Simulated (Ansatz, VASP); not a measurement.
## Cu: VASP beside Ansatz

```xyz
2
Lattice="2.5233 0.0000 0.0000 -1.2616 2.1852 0.0000 0.0000 0.0000 4.1117" Properties=species:S:1:pos:R:3 pbc="T T T"
Cu    0.0000    1.4568    1.0279
Cu    1.2616    0.7284    3.0838
```

Alike in both runs: functional PBEsol; k mesh 12 × 12 × 4; occupations gaussian, width 0.1 eV; no spin polarisation.

Ansatz relaxed the structure, and its values are those at the end. VASP's run is a single point on that final structure, the one shown.

```csv
,VASP,Ansatz
version,VASP 6.6.1,Ansatz 0.2.0
potentials or method,"VASP PAW PBE potentials, release 64 (Cu), cutoff 520 eV","scalar-relativistic, plane waves, PAW"
valence electrons in the cell,22,38
```

VASP gave:

```
gap on the k mesh at the Fermi level (eV) : none
pressure (GPa)                            : 0.4
```

Q: Which values does Ansatz return?

A: gap on the k mesh at the Fermi level (eV): none; pressure (GPa): -0.3.

VASP's potentials were made for PBE, not for PBEsol. A gap of «none» marks a metal or a gap that the smearing closes. VASP's potentials hold 22 valence electrons a cell and Ansatz's 38, so a difference there can come from the potentials and not from the codes.

The k mesh is coarse, so the values compare programs but aren't converged.
